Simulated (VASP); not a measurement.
Runs of VASP 6.6.1 on SiC. The structure is that of space group P6_3mc (No. 186), or close to it. The cells are those of the table. 

```tsv
cell	gap on the mesh (eV)	pressure (GPa)	largest force (eV/Å)
a = 3.239, b = 3.239, c = 10.669 Å, angles 90.0, 90.0, 120.0°, 8 atoms	2.14	-22.9	0.03
a = 3.311, b = 3.311, c = 10.669 Å, angles 90.0, 90.0, 120.0°, 8 atoms	(b)	-27.3	0.05
a = 3.311, b = 3.311, c = 10.399 Å, angles 90.0, 90.0, 120.0°, 8 atoms	1.99	(a)	0.14
a = 3.311, b = 3.311, c = 10.940 Å, angles 90.0, 90.0, 120.0°, 8 atoms	2.08	-29.4	0.07
a = 3.239, b = 3.239, c = 10.940 Å, angles 90.0, 90.0, 120.0°, 8 atoms	2.03	-25.3	0.07
```

Alike in all rows: task single point; level PBE; potentials or basis VASP PAW PBE potentials, release 64 (Si, C); no spin polarisation; k mesh 12 × 12 × 4; cutoff (eV) 520; smearing gaussian 0.05 eV.

Task: Estimate the missing entries.

Result: (a) -24.5; (b) 2.12.

Caveats: the cell stands under tension.

A k mesh can miss the band edges.
